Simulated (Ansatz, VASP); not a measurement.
**La in VASP and in Ansatz**

```
La
1.0
     0.00000    2.64550    2.64550
     2.64550    0.00000    2.64550
     2.64550    2.64550    0.00000
La
1
Direct
  0.00000 0.00000 0.00000
```

Alike in both runs: task single point; functional pbe exchange, lda correlation; k mesh 9 × 9 × 9; collinear spin; fixed moment 1 μB.

|  | VASP | Ansatz |
| --- | --- | --- |
| version | VASP 6.6.1 | Ansatz 0.2.0 |
| potentials or method | VASP PAW PBE potentials, release 64 (La), cutoff 500 eV | all-electron LAPW, scalar-relativistic |
| occupations | methfessel-paxton of order 1, width 0.025 eV | cold, width 0.025 eV |

VASP gave:

| Quantity | Value |
| --- | --- |
| pressure (GPa) | 4.2 |
| size of the moment on the site where the two differ most (μB) | 0.45 |

Question: Which values does Ansatz return?

Answer: Pressure (GPa): 4.3; size of the moment on the site where the two differ most (μB): 0.78.

VASP's potentials were made for PBE, not for pbe exchange, lda correlation. Site moments also hang on the region over which each program counts them. Ansatz ran all-electron here, and VASP with PAW potentials.

Spin-orbit coupling is off throughout.
